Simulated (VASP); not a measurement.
# HgTe: single point with PBEsol

Crystal: HgTe.

```
CELL_PARAMETERS angstrom
0.00000 3.35244 3.35244
3.35244 0.00000 3.35244
3.35244 3.35244 0.00000
ATOMIC_POSITIONS crystal
Hg 0.00000 0.00000 0.00000
Te 0.75000 0.75000 0.75000
```

This cell differs from its parent crystal: strain +0.040 along x and y, +0.040 along z.

```json
{
  "Program": "VASP 6.6.1",
  "Task": "single point",
  "Functional": "PBEsol",
  "Potentials or basis": "VASP PAW PBE potentials, release 64 (Hg, Te)",
  "Cutoff": "520 eV",
  "k mesh": "14 × 14 × 14",
  "Occupations": "gaussian, width 0.15 eV",
  "Spin": "no spin polarisation"
}
```

- Pressure: -2.9 GPa
- Band gap on the k mesh: zero (filled and empty bands touch)

Levels at points of the mesh, in eV from the Fermi level:
| k point | band 7 | band 8 | band 9 | band 10 | band 11 | band 12 |
| --- | --- | --- | --- | --- | --- | --- |
| (0.00, 0.00, 0.00) | -1.17 | -0.12 | -0.12 | -0.12 | 4.24 | 4.24 |
| (0.50, 0.00, 0.00) | -4.98 | -0.92 | -0.92 | 0.51 | 4.95 | 4.95 |
| (0.50, 0.50, 0.00) | -5.02 | -1.98 | -1.98 | 1.73 | 2.54 | 7.61 |

Wall time 63 s on 1 thread of Intel(R) Xeon(R) Platinum 8488C (Sapphire Rapids) (shared host), peak memory 0.29 GiB.

Caveat: the cell differs from its parent crystal (strain +0.040 along x and y, +0.040 along z); the PAW data sets were made with another functional, which shifts forces and pressure a little; spin-orbit coupling is left out, which moves the levels of the heavy elements.
